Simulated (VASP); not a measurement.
A run of VASP 6.6.1:

Contents of INCAR:

```
SYSTEM = Zr
PREC = Accurate
ENCUT = 520
EDIFF = 1E-6
ISMEAR = 0
SIGMA = 0.15
LREAL = .FALSE.
LASPH = .TRUE.
NELM = 80
ALGO = Fast
ISIF = 2
LWAVE = .FALSE.
LCHARG = .FALSE.
GGA = CA
NBANDS = 12
```

Contents of KPOINTS:

```
regular mesh
0
G
  18 18 18
  0 0 0
```

Contents of POSCAR:

```
Zr
1.0
    0.0000000000      2.5086875000      2.2550000000
    2.2550000000      0.0000000000      2.2550000000
    2.2550000000      2.5086875000      0.0000000000
Zr
1
Direct
    0.0000000000      0.0000000000      0.0000000000
```

Potentials or basis: VASP PAW LDA potentials, release 64 (Zr_sv).

The run is started by

```sh
$ cat potpaw_LDA.64/Zr_sv/POTCAR > POTCAR
$ mpirun -np 1 vasp_std > vasp.out
```

Hardware: 1 thread of Intel(R) Xeon(R) Platinum 8488C (Sapphire Rapids), with other jobs on the host.

**Question.** How long does it take, and how much memory?

**Answer.** It took 2.8 min on 1 thread of Intel(R) Xeon(R) Platinum 8488C (Sapphire Rapids), on a shared host, peak memory 0.25 GiB. Counts: scf iterations 19, k points 480.
